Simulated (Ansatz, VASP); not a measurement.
**Two plane-wave programs on Al**

```
Al
1.0
    -2.82220    0.00000    0.00000
    -1.41110   -2.44410    0.00000
     0.00000    0.00000   24.52412
Al
8
Cartesian
  -4.2333 -2.4441 15.0508
  -4.2333 -2.4441 5.7888
  -1.4111 -0.8147 17.3664
  -1.4111 -0.8147 8.1043
  -4.2333 -2.4441 1.1578
  -4.2333 -2.4441 10.4198
  -2.8222 -1.6294 3.4733
  -2.8222 -1.6294 12.7353
```

Alike in both runs: task single point; functional r2SCAN; k mesh 19 × 19 × 3; occupations gaussian, width 0.15 eV; no spin polarisation.

```csv
,VASP,Ansatz
version,VASP 6.6.1,Ansatz 0.2.0
potentials or method,"VASP PAW PBE potentials, release 64 (Al), cutoff 520 eV","scalar-relativistic, plane waves, PAW"
valence electrons in the cell,24,24
```

|  | VASP | Ansatz | Ansatz less VASP |
| --- | --- | --- | --- |
| gap on the k mesh at the Fermi level (eV) | none | none | - |
| rms of the force components (eV/Å) | 0.026 | 0.028 | +0.0022 |

VASP's potentials were made for PBE, not for r2SCAN. Atom by atom the forces differ by 0.004 eV/Å (rms over components). A gap of «none» marks a metal or a gap that the smearing closes. The functional is the same, so the differences come from potentials, cutoffs and numerics.
